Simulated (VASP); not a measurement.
# GaP (F-43m) in VASP: settings compared

Aim: see how the results for GaP move with the level of theory and the settings. Levels: r2SCAN, PBE. Tasks: single point.

All numbers are computed with VASP 6.6.1; they aren't measurements. Logs are shortened: lines on timing, memory, paths and dates and some standing lists are left out, and cuts for length are marked.

**The experiment to reproduce.**

“Stacking defects in GaP nanowires: Electronic structure and optical properties”, 2018, arxiv:1810.01194 quotes, for a bulk crystal of GaP at 10 K: band gap 2.34 eV (indirect).

How close the calculation comes is told below.

### 1 The cell of the first run

It takes space group F-43m (No. 216, cubic). Conventional cell: a = 5.505 Å, b = 5.505 Å, c = 5.505 Å, α = 90.00°, β = 90.00°, γ = 90.00°. Within 3.1 Å of Ga (site symmetry -43m) lie 4 P at 2.38 Å. P (site symmetry -43m) has 4 Ga at 2.38 Å within 3.1 Å.

### 2 Single point, r2SCAN (volume changed by +3%)

Input file POSCAR:

```
GaP
1.0
    0.0000000000      2.7523962207      2.7523962207
    2.7523962207      0.0000000000      2.7523962207
    2.7523962207      2.7523962207      0.0000000000
Ga P
1 1
Direct
    0.0000000000      0.0000000000      0.0000000000
    0.2500000000      0.2500000000      0.2500000000
```

Input file INCAR.step1:

```
PREC     = Accurate       # precision mode
ENCUT    = 520            # plane-wave cutoff, eV
ISMEAR   = 0              # smearing method
SIGMA    = 0.01           # smearing width, eV
LREAL    = False          # projectors in reciprocal space
LASPH    = True           # aspherical terms in the spheres
NELM     = 80             # most SCF steps
NBANDS   = 16             # bands
GGA      = PE             # functional
ALGO     = Normal         # electronic algorithm
EDIFF    = 1E-4           # SCF threshold, eV
LWAVE    = True           # write WAVECAR
LCHARG   = False          # write CHGCAR
```

Input file INCAR.step2:

```
PREC     = Accurate       # precision mode
ENCUT    = 520            # plane-wave cutoff, eV
EDIFF    = 1E-7           # SCF threshold, eV
ISMEAR   = 0              # smearing method
SIGMA    = 0.01           # smearing width, eV
LREAL    = False          # projectors in reciprocal space
LASPH    = True           # aspherical terms in the spheres
NELM     = 80             # most SCF steps
ALGO     = Normal         # electronic algorithm
ISIF     = 2              # what is computed and relaxed
LWAVE    = False          # write WAVECAR
LCHARG   = True           # write CHGCAR
METAGGA  = R2SCAN         # meta-GGA
LMIXTAU  = True         
LELF     = True           # ELF
LVHAR    = True         
NBANDS   = 16             # bands
ISTART   = 1
```

Input file KPOINTS:

```
Automatic mesh
0
Gamma
  6 6 6
```

Potentials or basis: VASP PAW PBE potentials, release 64 (Ga_d, P).

On the command line:

```console
$ cat potpaw_PBE.64/Ga_d/POTCAR potpaw_PBE.64/P/POTCAR > POTCAR
$ cp INCAR.step1 INCAR
$ mpirun -np 1 vasp_std > vasp.out
$ cp INCAR.step2 INCAR
$ mpirun -np 1 vasp_std > vasp.out
```

OUTCAR:

```text
PREC = Accurate
   ENCUT = 520
   EDIFF = 1E-7
   ISMEAR = 0
   LREAL = False
   LASPH = True
   NELM = 80
   ISIF = 2
   METAGGA = R2SCAN
   ISTART = 1

 ion  position               nearest neighbor table
   1  0.000  0.000  0.000-   2 2.38   2 2.38   2 2.38   2 2.38
   2  0.250  0.250  0.250-   1 2.38   1 2.38   1 2.38   1 2.38

  LATTYP: Found a face centered cubic cell.
 ALAT       =     5.5047924414

  Lattice vectors:

 A1 = (   0.0000000000,   2.7523962207,   2.7523962207)
 A2 = (   2.7523962207,   0.0000000000,   2.7523962207)
 A3 = (   2.7523962207,   2.7523962207,   0.0000000000)

Analysis of symmetry for initial positions (statically):
=====================================================================
 Subroutine PRICEL returns:
 Original cell was already a primitive cell.

 Routine SETGRP: Setting up the symmetry group for a
 face centered cubic supercell.

 Subroutine GETGRP returns: Found 24 space group operations
 (whereof 24 operations were pure point group operations)
 out of a pool of 48 trial point group operations.

The static configuration has the point symmetry T_d .

Analysis of symmetry for dynamics (positions and initial velocities):
=====================================================================
 Subroutine PRICEL returns:
 Original cell was already a primitive cell.

 Routine SETGRP: Setting up the symmetry group for a
 face centered cubic supercell.

 Subroutine GETGRP returns: Found 24 space group operations
 (whereof 24 operations were pure point group operations)
 out of a pool of 48 trial point group operations.

The dynamic configuration has the point symmetry T_d .

 Subroutine INISYM returns: Found 24 space group operations
 (whereof 24 operations are pure point group operations),
 and found     1 'primitive' translations

----------------------------------------------------------------------------------------

                                     Primitive cell

  volume of cell :      41.7026

  direct lattice vectors                    reciprocal lattice vectors
     0.000000000  2.752396221  2.752396221    -0.181659892  0.181659892  0.181659892
     2.752396221  0.000000000  2.752396221     0.181659892 -0.181659892  0.181659892
     2.752396221  2.752396221  0.000000000     0.181659892  0.181659892 -0.181659892

  length of vectors
     3.892476064  3.892476064  3.892476064     0.314644163  0.314644163  0.314644163

  position of ions in fractional coordinates (direct lattice)
     0.000000000  0.000000000  0.000000000
     0.250000000  0.250000000  0.250000000

  ion indices of the primitive-cell ions
   primitive index   ion index
                 1           1
                 2           2

----------------------------------------------------------------------------------------

 KPOINTS: Automatic mesh

Automatic generation of k-mesh.
 Grid dimensions read from file:
 generate k-points for:    6    6    6

 Generating k-lattice:

  Cartesian coordinates                     Fractional coordinates (reciprocal lattice)
    -0.030276649  0.030276649  0.030276649     0.166666667  0.000000000  0.000000000
     0.030276649 -0.030276649  0.030276649     0.000000000  0.166666667  0.000000000
     0.030276649  0.030276649 -0.030276649     0.000000000  0.000000000  0.166666667

  Length of vectors
     0.052440694  0.052440694  0.052440694

  Shift w.r.t. Gamma in fractional coordinates (k-lattice)
     0.000000000  0.000000000  0.000000000

 Subroutine IBZKPT returns following result:
 ===========================================

 Found     16 irreducible k-points:

 Following reciprocal coordinates:
            Coordinates               Weight
  0.000000  0.000000  0.000000      1.000000
  0.166667  0.000000  0.000000      8.000000
  0.333333  0.000000  0.000000      8.000000
  0.500000  0.000000  0.000000      4.000000
  0.166667  0.166667  0.000000      6.000000
  0.333333  0.166667  0.000000     24.000000
[... 8 lines left out ...]
 -0.333333  0.333333  0.166667     24.000000
 -0.333333  0.500000  0.166667     12.000000
   k-points           NKPTS =     16   k-points in BZ     NKDIM =     16   number of bands    NBANDS=     16
   number of dos      NEDOS =    301   number of ions     NIONS =      2
   total plane-waves  NPLWV =  27000
   dimension x,y,z NGX =    30 NGY =   30 NGZ =   30
   dimension x,y,z NGXF=    60 NGYF=   60 NGZF=   60
   ions per type =               1   1
   NGX,Y,Z   is equivalent  to a cutoff of  12.81, 12.81, 12.81 a.u.
   NGXF,Y,Z  is equivalent  to a cutoff of  25.63, 25.63, 25.63 a.u.
 SYSTEM =  unknown system
   PREC   = accura    normal or accurate (medium, high low for compatibility)
   ISTART =      1    job   : 0-new  1-cont  2-samecut
   ICHARG =      0    charge: 1-file 2-atom 10-const
   ISPIN  =      1    spin polarized calculation?
   LNONCOLLINEAR =      F non collinear calculations
   LSORBIT =      F    spin-orbit coupling
   LASPH  =      T    aspherical Exc in radial PAW
   ENCUT  =  520.0 eV  38.22 Ry    6.18 a.u.   7.24  7.24  7.24*2*pi/ulx,y,z
   NELM   =     80;   NELMIN=  2; NELMDL=  0     # of ELM steps
   EDIFF  = 0.1E-06   stopping-criterion for ELM
   LREAL  =      F    real-space projection
   EDIFFG = 0.1E-05   stopping-criterion for IOM
   NSW    =      0    number of steps for IOM
   IBRION =     -1    ionic relax: 0-MD 1-quasi-New 2-CG
   NFREE  =      0    steps in history (QN), initial steepest desc. (CG)
   ISIF   =      2    stress and relaxation
   ISYM   =      2    0-nonsym 1-usesym 2-fastsym
   POTIM  = 0.5000    time-step for ionic-motion
   TEBEG  =    0.0;   TEEND  =   0.0 temperature during run
   PSTRESS=    0.0 pullay stress
   NELECT =      18.0000    total number of electrons
   NUPDOWN=      -1.0000    fix difference up-down
   EMIN   =  10.00;   EMAX   =-10.00  energy-range for DOS
   EFERMI =   0.00;   METHOD = LEGACY
   ISMEAR =     0;   SIGMA  =   0.01  broadening in eV -4-tet -1-fermi 0-gaus
   EFERMI_NEDOS =   21; number of points for ismear=-14 and -15
   IALGO  =     38    algorithm
   IMIX   =      4    mixing-type and parameters
     AMIX     =   0.40;   BMIX     =  1.00
     AMIX_MAG =   1.60;   BMIX_MAG =  1.00
  volume/ion in A,a.u.               =      20.85       140.71
  Fermi-wavevector in a.u.,A,eV,Ry     =   1.237214  2.337995 20.826407  1.530698
  Thomas-Fermi vector in A             =   2.371790
   LORBIT       =      0    0 simple, 1 ext, 2 COOP (PROOUT), +10 PAW based schemes
   METAGGA = R2SCAN    functional components
   LHFCALC =     F    Hartree Fock is set to
   AEXX    =    0.0000 exact exchange contribution
   IVDW    =     0    specifies the selected vdW correction
   LEPSILON=     F    determine dielectric tensor
   LRPA    =     F    only Hartree local field effects (RPA)
 non-spin polarized calculation
 Gauss-broadening in eV      SIGMA  =   0.01
  energy-cutoff  :      520.00
  volume of cell :       41.70
 maximum number of plane-waves:      1158
 NGX is ok and might be reduce to    30
   NGX = 15   NGY = 15   NGZ = 15

 number of electron      18.0000003 magnetization

 Free energy of the ion-electron system (eV)
  ---------------------------------------------------
  ext. energy  EPLUGINS =         0.00000000
  ---------------------------------------------------
  free energy    TOTEN  =       -21.44146367 eV

  energy without entropy =      -21.44146367  energy(sigma->0) =      -21.44146367

 E-fermi :   4.2515     XC(G=0): -10.4024

 val. band max:        4.1663571916   @ k =   0.0000   0.0000   0.0000
 cond. band min:       6.1065999762   @ k =   0.5000   0.0000   0.0000
 fundamental gap:      1.9402427846
 Fermi energy:         4.2515089341

 k-point     1 :       0.0000    0.0000    0.0000
  band No.  band energies     occupation
      1     -10.7835      2.00000
      2     -10.7835      2.00000
      3     -10.7835      2.00000
      4     -10.6792      2.00000
      5     -10.6792      2.00000
      6      -8.6286      2.00000
[... 8 lines left out ...]
     15      14.3973      0.00000
     16      14.3973      0.00000

 k-point     2 :       0.1667    0.0000    0.0000
  band No.  band energies     occupation
      1     -10.8067      2.00000
      2     -10.7759      2.00000
      3     -10.7758      2.00000
      4     -10.6790      2.00000
      5     -10.6790      2.00000
      6      -8.2682      2.00000
[... 8 lines left out ...]
     15      13.5903      0.00000
     16      14.7428      0.00000

 k-point     3 :       0.3333    0.0000    0.0000
  band No.  band energies     occupation
      1     -10.8471      2.00000
      2     -10.7632      2.00000
      3     -10.7632      2.00000
      4     -10.6759      2.00000
      5     -10.6758      2.00000
      6      -7.3173      2.00000
[... 8 lines left out ...]
     15      14.2911      0.00000
     16      14.3883      0.00000

 k-point     4 :       0.5000    0.0000    0.0000
  band No.  band energies     occupation
      1     -10.8652      2.00000
      2     -10.7585      2.00000
      3     -10.7585      2.00000
      4     -10.6726      2.00000
      5     -10.6725      2.00000
      6      -6.5667      2.00000
[... 8 lines left out ...]
     15      16.3958      0.00000
     16      16.3958      0.00000
[... 172 lines left out ...]
 k-point    14 :       0.5000    0.3333    0.1667
  band No.  band energies     occupation
      1     -10.8714      2.00000
      2     -10.7490      2.00000
      3     -10.7390      2.00000
      4     -10.6923      2.00000
      5     -10.6687      2.00000
      6      -6.5413      2.00000
[... 8 lines left out ...]
     15      16.4996      0.00000
     16      18.0229      0.00000

 k-point    15 :      -0.3333    0.3333    0.1667
  band No.  band energies     occupation
      1     -10.8781      2.00000
      2     -10.7485      2.00000
      3     -10.7322      2.00000
      4     -10.6893      2.00000
      5     -10.6716      2.00000
      6      -5.9056      2.00000
[... 8 lines left out ...]
     15      17.1977      0.00000
     16      17.5087      0.00000

 k-point    16 :      -0.3333    0.5000    0.1667
  band No.  band energies     occupation
      1     -10.8886      2.00000
      2     -10.7381      2.00000
      3     -10.7236      2.00000
      4     -10.6992      2.00000
      5     -10.6663      2.00000
      6      -5.6088      2.00000
[... 8 lines left out ...]
     15      16.6045      0.00000
     16      18.3502      0.00000

------------------------ aborting loop because EDIFF is reached ----------------------------------------

  FORCE on cell =-STRESS in cart. coord.  units (eV):
  Direction    XX          YY          ZZ          XY          YZ          ZX
  --------------------------------------------------------------------------------------
  -------------------------------------------------------------------------------------
  Total       -0.6359700     -0.6359700     -0.6359700      0.0000000      0.0000000     -0.0000000
  in kB      -24.4334254    -24.4334254    -24.4334254      0.0000000      0.0000000     -0.0000000
  external PRESSURE =     -24.4334254 kB  Pullay stress =       0.0000000 kB

 VOLUME and BASIS-vectors are now :
 -----------------------------------------------------------------------------
  energy-cutoff  :      520.00
  volume of cell :       41.70
      direct lattice vectors                 reciprocal lattice vectors
     0.000000000  2.752396221  2.752396221    -0.181659892  0.181659892  0.181659892
     2.752396221  0.000000000  2.752396221     0.181659892 -0.181659892  0.181659892
     2.752396221  2.752396221  0.000000000     0.181659892  0.181659892 -0.181659892

 POSITION                                       TOTAL-FORCE (eV/Angst)
 -----------------------------------------------------------------------------------
      0.00000      0.00000      0.00000        -0.000000     -0.000000     -0.000000
      1.37620      1.37620      1.37620         0.000000      0.000000      0.000000
 -----------------------------------------------------------------------------------
    total drift:                                0.000006      0.000006      0.000006

  FREE ENERGIE OF THE ION-ELECTRON SYSTEM (eV)
  ---------------------------------------------------
  free  energy   TOTEN  =       -21.4414636708 eV

  energy  without entropy=      -21.4414636708  energy(sigma->0) =      -21.44146367
```

It took 52 s on 1 thread of Intel Xeon 6975P-C (Granite Rapids), shared host; peak memory 0.17 GiB.

What came out:

- Free energy: -21.4415 eV
- Pressure: -2.4 GPa
- Band gap on the k mesh: 1.94 eV, indirect (least direct gap 2.08 eV)

Caveat: the cell differs from its parent crystal (volume changed by +3%); the PAW data sets were made with another functional, which shifts forces and pressure a little. A k mesh can miss the band edges.

### 3 Single point, PBE

This run uses another cell than the first one, of 20.24 Å³/atom, 0.971 times its volume.

Input file INCAR:

```
SYSTEM = GaP
  PREC = Accurate
  ENCUT = 520
  EDIFF = 1E-7
  ISMEAR = 0
  SIGMA = 0.01
  LREAL = .FALSE.
  LASPH = .TRUE.
  NELM = 100
  ALGO = Normal
  ISIF = 2
  LWAVE = .FALSE.
  LCHARG = .FALSE.
  GGA = PE
  NBANDS = 16
```

Input file KPOINTS:

```
regular mesh
0
G
  8 8 8
  0 0 0
```

Input file POSCAR:

```
GaP
1.0
    0.0000000000      2.7254102062      2.7254102062
    2.7254102062      0.0000000000      2.7254102062
    2.7254102062      2.7254102062      0.0000000000
Ga P
1 1
Direct
    0.0000000000      0.0000000000      0.0000000000
    0.2500000000      0.2500000000      0.2500000000
```

Potentials or basis: VASP PAW PBE potentials, release 64 (Ga_d, P).

On the command line:

```console
$ cat potpaw_PBE.64/Ga_d/POTCAR potpaw_PBE.64/P/POTCAR > POTCAR
$ mpirun -np 1 vasp_std > vasp.out
```

It took 25 s on 1 thread of Intel Xeon 6975P-C (Granite Rapids), shared host; peak memory 0.17 GiB.

The run converged. Its results:

| Item | Value |
| --- | --- |
| Free energy | -9.1162 eV |
| Pressure | 2.5 GPa |
| Band gap on the k mesh | 1.64 eV, indirect (least direct gap 1.82 eV) |

Levels at points of the mesh, in eV from the valence-band top:
| k point | band 5 | band 6 | band 7 | band 8 | band 9 | band 10 | band 11 | band 12 | band 13 | band 14 |
| --- | --- | --- | --- | --- | --- | --- | --- | --- | --- | --- |
| (0.00, 0.00, 0.00) | -14.45 | -12.49 | 0.00 | 0.00 | 0.00 | 1.83 | 3.89 | 3.89 | 3.89 | 8.81 |
| (0.50, 0.00, 0.00) | -14.44 | -10.43 | -6.63 | -1.12 | -1.12 | 1.67 | 4.72 | 4.72 | 8.29 | 10.89 |
| (0.50, 0.50, 0.00) | -14.43 | -9.53 | -6.75 | -2.68 | -2.68 | 1.66 | 1.82 | 10.60 | 10.60 | 11.19 |

### 4 Comparison with measurements

Step 3. Against the measured gap of GaP, 2.34 eV (indirect; 10 K; quoted in “Stacking defects in GaP nanowires: Electronic structure and optical properties”, 2018, arxiv:1810.01194), the calculated 1.64 eV is off by -0.70 eV. Spin-orbit coupling on Ga is left out. The value is that of PBE on a finite k mesh, which can miss the band edges, without temperature or zero-point motion. Semilocal functionals fall short of measured gaps as a rule.
